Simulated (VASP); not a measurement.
A run of VASP 6.6.1 is set up as follows.

INCAR

```
PREC = Accurate ; ENCUT = 520
EDIFF = 1E-6 ; ISMEAR = 0
SIGMA = 0.15 ; LREAL = False
LASPH = True ; NELM = 100
ALGO = Fast ; ISIF = 2
LWAVE = False ; LCHARG = False
GGA = PS ; NBANDS = 24
```

Contents of KPOINTS:

```
Automatic mesh
0
Gamma
  14 14 14
```

POSCAR

```
AlNi3
1.0
   -0.0681237737      2.7942196579      2.7942196579
    2.7942196579     -0.0681237737      2.7942196579
    2.7942196579      2.7942196579     -0.0681237737
Al Ni
1 3
Direct
    0.5000000000      0.5000000000      0.5000000000
    0.2500000000      0.2500000000      0.2500000000
    0.0000000000      0.0000000000      0.0000000000
    0.7500000000      0.7500000000      0.7500000000
```

Potentials or basis: VASP PAW PBE potentials, release 64 (Al, Ni).

Launch:

```console
$ cat potpaw_PBE.64/Al/POTCAR potpaw_PBE.64/Ni/POTCAR > POTCAR
$ mpirun -np 1 vasp_std > vasp.out
```

(1) Estimate the band gap on the k mesh.

(2) Estimate the largest force.

Answers

(1) zero (an odd number of electrons rules out a gap without spin polarisation).

(2) 0.042 eV/Å.

Caveat: the cell stands under tension; the PAW data sets were made with another functional, which shifts forces and pressure a little.
